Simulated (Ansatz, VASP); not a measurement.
# Ge in VASP and in Ansatz

File INCAR:

```
SYSTEM = Ge
PREC = Accurate ; ENCUT = 520
EDIFF = 1E-6 ; ISMEAR = 0
SIGMA = 0.15 ; LREAL = .False.
LASPH = .True. ; NELM = 60
ALGO = Normal ; ISIF = 2
LWAVE = .False. ; LCHARG = .True.
GGA = PS ; LELF = .True.
LVHAR = .True. ; NBANDS = 21
```

File KPOINTS:

```
regular mesh
0
Gamma
  18 18 10
  0 0 0
```

Contents of POSCAR:

```
Ge
1.0
    1.4880529250     -2.6206365061      0.0000000000
    1.4880529250      2.6206365061      0.0000000000
    0.0000000000      0.0000000000      4.7275957900
Ge
2
Direct
    0.6665533700      0.3334466300      0.2500000000
    0.3334466300      0.6665533700      0.7500000000
```

Input for Ansatz:

```yaml
crystal:
  lattice:
    - [1.488052925, -2.6206365061, 0.0]
    - [1.488052925, 2.6206365061, 0.0]
    - [0.0, 0.0, 4.72759579]
  atoms:
    - { symbol: Ge, position: [0.66655337, 0.33344663, 0.25] }
    - { symbol: Ge, position: [0.33344663, 0.66655337, 0.75] }
basis:
  ecutwfc: 420
kpoints:
  mp_grid: { grid: [18, 18, 10] }
hamiltonian:
  xc: pbesol
scf:
  occupations: { method: gaussian, width: 0.15 }
output:
  forces: true
  stress: true
  eigenvalues: true
  write_density: true
  write_potential: true
  elf: true
  volumetric_format: npy
```

Change from the starting cell: strain +0.0100 x Voigt [0, 1, 0, 0, 0, 0], atoms carried along.

Alike in both runs: task single point; functional PBEsol; k mesh 18 × 18 × 10; occupations gaussian, width 0.15 eV; no spin polarisation.

|  | VASP | Ansatz |
| --- | --- | --- |
| version | VASP 6.6.1 | Ansatz 0.2.0 |
| potentials or method | VASP PAW PBE potentials, release 64 (Ge_d), cutoff 520 eV | scalar-relativistic, plane waves, PAW |
| valence electrons in the cell | 28 | 28 |

|  | VASP | Ansatz | Ansatz less VASP |
| --- | --- | --- | --- |
| gap on the k mesh at the Fermi level (eV) | none | none | - |
| pressure (GPa) | -0.3 | -0.3 | -0.04 |
| traceless stress, the component that is largest in VASP (GPa) | -0.35 | -0.35 | -0.001 |
| rms of the force components (eV/Å) | 0.007 | 0.007 | 0.0000 |

VASP's potentials were made for PBE, not for PBEsol. Atom by atom the forces differ by 0.000 eV/Å (rms over components). A gap of «none» marks a metal or a gap that the smearing closes. The functional is the same, so the differences come from potentials, cutoffs and numerics.
